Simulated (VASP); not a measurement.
Input of a VASP 6.6.1 run:

Contents of INCAR:

```
SYSTEM = Al3H
  PREC = Accurate
  ENCUT = 600
  EDIFF = 1E-6
  ISMEAR = 0
  SIGMA = 0.1
  LREAL = .False.
  LASPH = .True.
  NELM = 100
  ALGO = Normal
  ISIF = 3
  LWAVE = .False.
  LCHARG = .False.
  GGA = PE
  IBRION = 2
  NSW = 100
  EDIFFG = -0.01
```

The input KPOINTS:

```
Automatic mesh
0
Gamma
  12 12 16
  0 0 0
```

POSCAR

```
Al3H
1.0
    5.2905467242      0.0000000000      0.0000000000
   -2.6452733621      4.5817478631      0.0000000000
    0.0000000000      0.0000000000      2.7803706467
Al H
3 1
Direct
    0.5000000000      0.0000000000      0.5000000000
    0.0000000000      0.5000000000      0.5000000000
    0.5000000000      0.5000000000      0.5000000000
    0.0000000000      0.0000000000      0.0000000000
```

Potentials or basis: VASP PAW PBE potentials, release 64 (Al, H).

Run with:

```bash
$ cat potpaw_PBE.64/Al/POTCAR potpaw_PBE.64/H/POTCAR > POTCAR
$ mpirun -np 1 vasp_std > vasp.out
```

Question: What does it give for the relaxed volume?

Answer: 16.82 Å³/atom.

Question: Estimate the relaxed cell.

Answer: a = 5.381 Å, b = 5.381 Å, c = 2.682 Å, α = 90.00°, β = 90.00°, γ = 120.00°.

Question: What does it give for the band gap on the k mesh?

Answer: Zero (bands 5 and 6 overlap by 3.32 eV).

Question: What does it give for the space group after relaxing (to 0.1 Å)?

Answer: P6/mmm (No. 191).

Step by step:
```csv
step,energy change (eV),largest force (eV/Å),pressure (GPa),volume (Å³)
1,0.0000,0.0000,-0.04,67.40
2,-0.0325,0.0000,-0.10,67.34
3,-0.0431,0.0000,0.00,67.26
```
